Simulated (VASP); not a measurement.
Runs of VASP 6.6.1 on SnSe. The structure is cubic, space group Fm-3m (No. 225). The conventional cell has a = 5.970 Å, b = 5.970 Å, c = 5.970 Å, α = 90.00°, β = 90.00°, γ = 90.00°. Sn (site symmetry m-3m) has 6 Se at 2.98 Å within 3.9 Å. Within 3.9 Å of Se (site symmetry m-3m) lie 6 Sn at 2.98 Å. 

```tsv
level	potentials or basis	k mesh	cutoff (eV)	grid for exact exchange (PRECFOCK)	share of exact exchange	screening parameter	gap on the mesh (eV)	pressure (GPa)
LDA	VASP PAW LDA potentials, release 64 (Sn_d, Se)	6 × 6 × 6	500	-	-	-	0.73	-2.4
LDA	VASP PAW LDA potentials, release 64 (Sn_d, Se)	4 × 4 × 4	500	-	-	-	(c)	-3.5
PBEsol	VASP PAW PBE potentials, release 64 (Sn_d, Se)	6 × 6 × 6	500	-	-	-	(b)	-1.0
HSE06	VASP PAW PBE potentials, release 64 (Sn_d, Se)	4 × 4 × 4	400	Normal	0.25	0.2079 1/Å	0.61	(a)
```

Alike in all rows: task single point; no spin polarisation; cell as given; smearing gaussian 0.01 eV.

Problem. Fill in the values left out.

Solution. (a) -0.7; (b) 0.76; (c) 0.71.

Caveats: some runs use coarse meshes; spin-orbit coupling is left out, which moves the levels of the heavy elements; the PAW data sets were made with another functional, which shifts forces and pressure a little (at least some runs).

A k mesh can miss the band edges, and the runs leave out spin-orbit coupling on Se, Sn.
